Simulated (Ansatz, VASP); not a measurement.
Ga2GeSe2 in VASP and in Ansatz

Contents of INCAR:

```
SYSTEM = Ga2GeSe2
ALGO = Normal
EDIFF = 1E-6
EDIFFG = -0.01
ENCUT = 600
GGA = PE
IBRION = 2
ISIF = 3
ISMEAR = 0
LASPH = .TRUE.
LCHARG = .FALSE.
LREAL = .FALSE.
LWAVE = .FALSE.
NELM = 80
NSW = 100
PREC = Accurate
SIGMA = 0.1
```

Contents of KPOINTS:

```
k-points
0
G
  12 12 4
  0 0 0
```

The input POSCAR:

```
Ga2GeSe2
1.0
    3.6973424930      0.0000000000      0.0000000000
   -1.8486712465      3.2019925254      0.0000000000
    0.0000000000      0.0000000000      9.9285675676
Ga Ge Se
2 1 2
Direct
    0.3333333333      0.6666666667      0.1981282521
    0.6666666667      0.3333333333      0.8018717479
    0.0000000000      0.0000000000      0.0000000000
    0.3333333333      0.6666666667      0.6715870908
    0.6666666667      0.3333333333      0.3284129092
```

Input for Ansatz:

```yaml
crystal:
  lattice:
    - [3.697342493, 0.0, 0.0]
    - [-1.8486712465, 3.2019925254, 0.0]
    - [0.0, 0.0, 9.9285675676]
  atoms:
    - { symbol: Ga, position: [0.3333333333, 0.6666666667, 0.1981282521] }
    - { symbol: Ga, position: [0.6666666667, 0.3333333333, 0.8018717479] }
    - { symbol: Ge, position: [0.0, 0.0, 0.0] }
    - { symbol: Se, position: [0.3333333333, 0.6666666667, 0.6715870908] }
    - { symbol: Se, position: [0.6666666667, 0.3333333333, 0.3284129092] }
basis:
  ecutwfc: 420
kpoints:
  mp_grid: { grid: [12, 12, 4] }
hamiltonian:
  xc: pbe
scf:
  occupations: { method: gaussian, width: 0.1 }
output:
  forces: true
  stress: true
  eigenvalues: true
  write_density: true
  write_potential: true
  elf: true
  volumetric_format: npy
relax:
  adjacent_minimum: "off"
  f_tol: 0.01
  max_steps: 80
  cell: { stress_tol: 0.05 }
```

Change from the starting cell: species swapped into the EuAl2Ge2 type (P-3m1, No. 164).

Alike in both runs: task relaxation of cell and atoms; functional PBE; k mesh 12 × 12 × 4; occupations gaussian, width 0.1 eV; no spin polarisation.

|  | VASP | Ansatz |
| --- | --- | --- |
| version | VASP 6.6.1 | Ansatz 0.2.0 |
| potentials or method | VASP PAW PBE potentials, release 64 (Ga_d, Ge_d, Se), cutoff 600 eV | scalar-relativistic, plane waves, PAW |
| valence electrons in the cell | 52 | 72 |

VASP gave:

* gap on the k mesh at the Fermi level, each at its own relaxed structure (eV): none
* relaxed volume (Å³/atom): 23.46
* relaxed cell length with the largest relative difference (Å): 9.834

Task: Estimate Ansatz's values.

Result: gap on the k mesh at the Fermi level, each at its own relaxed structure (eV): none; relaxed volume (Å³/atom): 23.46; relaxed cell length with the largest relative difference (Å): 9.855.

A gap of «none» marks a metal or a gap that the smearing closes. VASP's potentials hold 52 valence electrons a cell and Ansatz's 72, so a difference there can come from the potentials and not from the codes.
